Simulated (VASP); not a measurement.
# TaSi2 (P4/mmm) in VASP: further runs

Runs on TaSi2. Level: PBE. Tasks: single point, relaxation of cell and atoms.

Everything below comes from runs of VASP 6.6.1. Logs are shortened: lines on timing, memory, paths and dates and some standing lists are left out, and cuts for length are marked.

### 1 The cell of the first run

The structure is tetragonal, space group P4/mmm (No. 123). The conventional cell has a = 3.325 Å, b = 3.325 Å, c = 4.949 Å, α = 90.00°, β = 90.00°, γ = 90.00°. Within 3.5 Å of Ta (site symmetry 4/mmm) lie 10 Si at 2.47 to 3.41 Å and 4 Ta at 3.32 Å. Si (site symmetry 4/mmm) has 4 Si at 2.35 Å and 2 Ta at 2.47 Å within 3.1 Å. Within 3.1 Å of Si (site symmetry 4/mmm) lie 4 Si at 2.35 Å.

The cell was built from a structure type or drawn by symmetry, and may not be a known phase.

### 2 Single point, PBE

File INCAR:

```
PREC     = Accurate       # precision mode
ENCUT    = 520            # plane-wave cutoff, eV
EDIFF    = 1E-7           # SCF threshold, eV
ISMEAR   = 0              # smearing method
SIGMA    = 0.1            # smearing width, eV
LREAL    = F              # projectors in reciprocal space
LASPH    = T              # aspherical terms in the spheres
NELM     = 60             # most SCF steps
ALGO     = Normal         # electronic algorithm
ISIF     = 2              # what is computed and relaxed
LWAVE    = F              # write WAVECAR
LCHARG   = F              # write CHGCAR
GGA      = PE             # functional
NBANDS   = 16             # bands
```

File KPOINTS:

```
Automatic mesh
0
Gamma
  6 6 4
```

File POSCAR:

```
TaSi2
1.0
    3.3245865169      0.0000000000      0.0000000000
    0.0000000000      3.3245865169      0.0000000000
    0.0000000000      0.0000000000      4.9494865720
Ta Si
1 2
Direct
    0.0000000000      0.0000000000      0.0000000000
    0.0000000000      0.0000000000      0.5000000000
    0.5000000000      0.5000000000      0.5000000000
```

Potentials or basis: VASP PAW PBE potentials, release 64 (Ta_pv, Si).

Started as:

```bash
> cat potpaw_PBE.64/Ta_pv/POTCAR potpaw_PBE.64/Si/POTCAR > POTCAR
> mpirun -np 1 vasp_std > vasp.out
```

OUTCAR:

```text
PREC = Accurate
   ENCUT = 520
   EDIFF = 1E-7
   ISMEAR = 0
   LREAL = F
   LASPH = T
   NELM = 60
   ISIF = 2
   GGA = PE

 ion  position               nearest neighbor table
   1  0.000  0.000  0.000-   2 2.47   2 2.47
   2  0.000  0.000  0.500-   3 2.35   3 2.35   3 2.35   3 2.35   1 2.47   1 2.47
   3  0.500  0.500  0.500-   2 2.35   2 2.35   2 2.35   2 2.35

  LATTYP: Found a simple tetragonal cell.
 ALAT       =     3.3245865169
 C/A-ratio  =     1.4887525251

  Lattice vectors:

 A1 = (   3.3245865169,   0.0000000000,   0.0000000000)
 A2 = (   0.0000000000,   3.3245865169,   0.0000000000)
 A3 = (   0.0000000000,   0.0000000000,   4.9494865720)

Analysis of symmetry for initial positions (statically):
=====================================================================
 Subroutine PRICEL returns:
 Original cell was already a primitive cell.

 Routine SETGRP: Setting up the symmetry group for a
 simple tetragonal supercell.

 Subroutine GETGRP returns: Found 16 space group operations
 (whereof 16 operations were pure point group operations)
 out of a pool of 16 trial point group operations.

The static configuration has the point symmetry D_4h.

Analysis of symmetry for dynamics (positions and initial velocities):
=====================================================================
 Subroutine PRICEL returns:
 Original cell was already a primitive cell.

 Routine SETGRP: Setting up the symmetry group for a
 simple tetragonal supercell.

 Subroutine GETGRP returns: Found 16 space group operations
 (whereof 16 operations were pure point group operations)
 out of a pool of 16 trial point group operations.

The dynamic configuration has the point symmetry D_4h.

 Subroutine INISYM returns: Found 16 space group operations
 (whereof 16 operations are pure point group operations),
 and found     1 'primitive' translations

----------------------------------------------------------------------------------------

                                     Primitive cell

  volume of cell :      54.7061

  direct lattice vectors                    reciprocal lattice vectors
     3.324586517  0.000000000  0.000000000     0.300789285  0.000000000  0.000000000
     0.000000000  3.324586517  0.000000000     0.000000000  0.300789285  0.000000000
     0.000000000  0.000000000  4.949486572     0.000000000  0.000000000  0.202041158

  length of vectors
     3.324586517  3.324586517  4.949486572     0.300789285  0.300789285  0.202041158

  position of ions in fractional coordinates (direct lattice)
     0.000000000  0.000000000  0.000000000
     0.000000000  0.000000000  0.500000000
     0.500000000  0.500000000  0.500000000

  ion indices of the primitive-cell ions
   primitive index   ion index
                 1           1
                 2           2
                 3           3

----------------------------------------------------------------------------------------

 KPOINTS: Automatic mesh

Automatic generation of k-mesh.
 Grid dimensions read from file:
 generate k-points for:    6    6    4

 Generating k-lattice:

  Cartesian coordinates                     Fractional coordinates (reciprocal lattice)
     0.050131547  0.000000000  0.000000000     0.166666667  0.000000000  0.000000000
     0.000000000  0.050131547  0.000000000     0.000000000  0.166666667  0.000000000
     0.000000000  0.000000000  0.050510290     0.000000000  0.000000000  0.250000000

  Length of vectors
     0.050131547  0.050131547  0.050510290

  Shift w.r.t. Gamma in fractional coordinates (k-lattice)
     0.000000000  0.000000000  0.000000000

 Subroutine IBZKPT returns following result:
 ===========================================

 Found     30 irreducible k-points:

 Following reciprocal coordinates:
            Coordinates               Weight
  0.000000  0.000000  0.000000      1.000000
  0.166667  0.000000  0.000000      4.000000
  0.333333  0.000000  0.000000      4.000000
  0.500000  0.000000  0.000000      2.000000
  0.166667  0.166667  0.000000      4.000000
  0.333333  0.166667  0.000000      8.000000
[... 16 lines left out ...]
  0.333333  0.000000  0.500000      4.000000
  0.500000  0.000000  0.500000      2.000000
 [... further k-points ...]
   k-points           NKPTS =     30   k-points in BZ     NKDIM =     30   number of bands    NBANDS=     16
   number of dos      NEDOS =    301   number of ions     NIONS =      3
   total plane-waves  NPLWV =  31360
   dimension x,y,z NGX =    28 NGY =   28 NGZ =   40
   dimension x,y,z NGXF=    56 NGYF=   56 NGZF=   80
   ions per type =               1   2
   NGX,Y,Z   is equivalent  to a cutoff of  14.00, 14.00, 13.44 a.u.
   NGXF,Y,Z  is equivalent  to a cutoff of  28.00, 28.00, 26.87 a.u.
 SYSTEM =  unknown system
   PREC   = accura    normal or accurate (medium, high low for compatibility)
   ISTART =      0    job   : 0-new  1-cont  2-samecut
   ICHARG =      2    charge: 1-file 2-atom 10-const
   ISPIN  =      1    spin polarized calculation?
   LNONCOLLINEAR =      F non collinear calculations
   LSORBIT =      F    spin-orbit coupling
   LASPH  =      T    aspherical Exc in radial PAW
   ENCUT  =  520.0 eV  38.22 Ry    6.18 a.u.   6.18  6.18  9.20*2*pi/ulx,y,z
   NELM   =     60;   NELMIN=  2; NELMDL= -5     # of ELM steps
   EDIFF  = 0.1E-06   stopping-criterion for ELM
   LREAL  =      F    real-space projection
   EDIFFG = 0.1E-05   stopping-criterion for IOM
   NSW    =      0    number of steps for IOM
   IBRION =     -1    ionic relax: 0-MD 1-quasi-New 2-CG
   NFREE  =      0    steps in history (QN), initial steepest desc. (CG)
   ISIF   =      2    stress and relaxation
   ISYM   =      2    0-nonsym 1-usesym 2-fastsym
   POTIM  = 0.5000    time-step for ionic-motion
   TEBEG  =    0.0;   TEEND  =   0.0 temperature during run
   PSTRESS=    0.0 pullay stress
   NELECT =      19.0000    total number of electrons
   NUPDOWN=      -1.0000    fix difference up-down
   EMIN   =  10.00;   EMAX   =-10.00  energy-range for DOS
   EFERMI =   0.00;   METHOD = LEGACY
   ISMEAR =     0;   SIGMA  =   0.10  broadening in eV -4-tet -1-fermi 0-gaus
   EFERMI_NEDOS =   21; number of points for ismear=-14 and -15
   IALGO  =     38    algorithm
   IMIX   =      4    mixing-type and parameters
     AMIX     =   0.40;   BMIX     =  1.00
     AMIX_MAG =   1.60;   BMIX_MAG =  1.00
  volume/ion in A,a.u.               =      18.24       123.06
  Fermi-wavevector in a.u.,A,eV,Ry     =   1.150750  2.174602 18.017175  1.324225
  Thomas-Fermi vector in A             =   2.287412
   LORBIT       =      0    0 simple, 1 ext, 2 COOP (PROOUT), +10 PAW based schemes
   GGA     = PE    functional components
   LHFCALC =     F    Hartree Fock is set to
   AEXX    =    0.0000 exact exchange contribution
   IVDW    =     0    specifies the selected vdW correction
   LEPSILON=     F    determine dielectric tensor
   LRPA    =     F    only Hartree local field effects (RPA)
 non-spin polarized calculation
 Gauss-broadening in eV      SIGMA  =   0.10
  energy-cutoff  :      520.00
  volume of cell :       54.71
 maximum number of plane-waves:      1504
 NGX is ok and might be reduce to    28
   NGX = 13   NGY = 13   NGZ = 19

 number of electron      18.9999999 magnetization

 Free energy of the ion-electron system (eV)
  ---------------------------------------------------
  ext. energy  EPLUGINS =         0.00000000
  ---------------------------------------------------
  free energy    TOTEN  =       -19.95429902 eV

  energy without entropy =      -19.94355651  energy(sigma->0) =      -19.94892777

 E-fermi :   6.8386     XC(G=0): -10.9026

 val. band max:        6.6866954159   @ k =   0.3333   0.3333   0.2500
 cond. band min:       6.8472599095   @ k =   0.1667   0.0000   0.0000
 fundamental gap:      0.1605644936
 Fermi energy:         6.8386043396

 k-point     1 :       0.0000    0.0000    0.0000
  band No.  band energies     occupation
      1     -28.2411      2.00000
      2     -28.1131      2.00000
      3     -28.1131      2.00000
      4      -6.2080      2.00000
      5       2.4394      2.00000
      6       3.0114      2.00000
[... 8 lines left out ...]
     15      11.2507      0.00000
     16      12.4290      0.00000

 k-point     2 :       0.1667    0.0000    0.0000
  band No.  band energies     occupation
      1     -28.2368      2.00000
      2     -28.1562      2.00000
      3     -28.1096      2.00000
      4      -5.8427      2.00000
      5       2.2904      2.00000
      6       2.6219      2.00000
[... 8 lines left out ...]
     15      12.0514      0.00000
     16      12.4866      0.00000

 k-point     3 :       0.3333    0.0000    0.0000
  band No.  band energies     occupation
      1     -28.2414      2.00000
      2     -28.2280      2.00000
      3     -28.1027      2.00000
      4      -4.7649      2.00000
      5      -0.5437      2.00000
      6       3.0878      2.00000
[... 8 lines left out ...]
     15      10.8803      0.00000
     16      11.2016      0.00000

 k-point     4 :       0.5000    0.0000    0.0000
  band No.  band energies     occupation
      1     -28.2835      2.00000
      2     -28.2237      2.00000
      3     -28.0993      2.00000
      4      -3.2784      2.00000
      5      -2.6561      2.00000
      6       3.4296      2.00000
[... 8 lines left out ...]
     15      10.7758      0.00000
     16      11.3070      0.00000
[... 324 lines left out ...]
 k-point    22 :       0.1667    0.0000    0.5000
  band No.  band energies     occupation
      1     -28.2426      2.00000
      2     -28.1561      2.00000
      3     -28.1096      2.00000
      4      -5.3668      2.00000
      5       0.0440      2.00000
      6       2.4686      2.00000
[... 8 lines left out ...]
     15      11.5596      0.00000
     16      12.3005      0.00000

 k-point    23 :       0.3333    0.0000    0.5000
  band No.  band energies     occupation
      1     -28.2412      2.00000
      2     -28.2336      2.00000
      3     -28.1027      2.00000
      4      -4.3421      2.00000
      5      -0.3307      2.00000
      6       1.0955      2.00000
[... 8 lines left out ...]
     15      11.5231      0.00000
     16      12.6662      0.00000

 k-point    24 :       0.5000    0.0000    0.5000
  band No.  band energies     occupation
      1     -28.2833      2.00000
      2     -28.2291      2.00000
      3     -28.0992      2.00000
      4      -2.7693      2.00000
      5      -2.5267      2.00000
      6       2.0366      2.00000
[... 8 lines left out ...]
     15      11.1897      0.00000
     16      11.4160      0.00000

 [... further k-points ...]
[... 5 lines left out ...]
  --------------------------------------------------------------------------------------
  -------------------------------------------------------------------------------------
  Total       -0.0369677     -0.0369677      0.0570092      0.0000000      0.0000000      0.0000000
  in kB       -1.0826741     -1.0826741      1.6696299      0.0000000      0.0000000      0.0000000
  external PRESSURE =      -0.1652394 kB  Pullay stress =       0.0000000 kB

 VOLUME and BASIS-vectors are now :
 -----------------------------------------------------------------------------
  energy-cutoff  :      520.00
  volume of cell :       54.71
      direct lattice vectors                 reciprocal lattice vectors
     3.324586517  0.000000000  0.000000000     0.300789285  0.000000000  0.000000000
     0.000000000  3.324586517  0.000000000     0.000000000  0.300789285  0.000000000
     0.000000000  0.000000000  4.949486572     0.000000000  0.000000000  0.202041158

 POSITION                                       TOTAL-FORCE (eV/Angst)
 -----------------------------------------------------------------------------------
      0.00000      0.00000      0.00000         0.000000      0.000000      0.000000
      0.00000      0.00000      2.47474         0.000000      0.000000      0.000000
      1.66229      1.66229      2.47474         0.000000      0.000000      0.000000
 -----------------------------------------------------------------------------------
    total drift:                               -0.000000      0.000000     -0.000000

  FREE ENERGIE OF THE ION-ELECTRON SYSTEM (eV)
  ---------------------------------------------------
  free  energy   TOTEN  =       -19.9542990199 eV

  energy  without entropy=      -19.9435565135  energy(sigma->0) =      -19.94892777
```

Wall time 13 s (1 thread of Intel Xeon 6975P-C (Granite Rapids), shared host); peak memory 0.18 GiB.

What came out:

```
Free energy            : -19.9543 eV
Pressure               : 0.0 GPa
Band gap on the k mesh : zero (an odd number of electrons rules out a gap without spin polarisation)
```

Caveat: spin-orbit coupling is left out, which moves the levels of the heavy elements.

(Part 1 of 2 ends here.)
